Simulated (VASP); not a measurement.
Here is a VASP 6.6.1 calculation.

File INCAR:

```
SYSTEM = B5Pt
PREC = Accurate ; ENCUT = 520
EDIFF = 1E-6 ; ISMEAR = 0
SIGMA = 0.1 ; LREAL = .False.
LASPH = .True. ; NELM = 100
ALGO = Normal ; ISIF = 2
LWAVE = .False. ; LCHARG = .False.
GGA = PE ; NBANDS = 22
```

File KPOINTS:

```
Automatic mesh
0
Gamma
  6 6 4
  0 0 0
```

The input POSCAR:

```
B5Pt
1.0
    3.4194158600      0.0000000000      0.0000000000
   -1.7097079300      2.9613010000      0.0000000000
    0.0000000000      0.0000000000      6.6669307300
B Pt
5 1
Direct
    0.3333333300      0.6666666700      0.7407638100
    0.3333333300      0.6666666700      0.2592361900
    0.6666666700      0.3333333300      0.2592361900
    0.6666666700      0.3333333300      0.7407638100
    0.0000000000      0.0000000000      0.0000000000
    0.0000000000      0.0000000000      0.5000000000
```

Potentials or basis: VASP PAW PBE potentials, release 64 (B, Pt).

Command:

```console
$ cat potpaw_PBE.64/B/POTCAR potpaw_PBE.64/Pt/POTCAR > POTCAR
$ mpirun -np 1 vasp_std > vasp.out
```

Q: Estimate the largest force.

A: 0.076 eV/Å.

Q: What does it give for the pressure?

A: -32.6 GPa.

Q: Predict the band gap on the k mesh.

A: Zero (an odd number of electrons rules out a gap without spin polarisation).

Stress tensor (GPa, compression positive):
```
-42.68   0.00   0.00
  0.00 -42.68   0.00
  0.00   0.00 -12.35
```

Caveat: the cell stands under tension; spin-orbit coupling is left out, which moves the levels of the heavy elements.
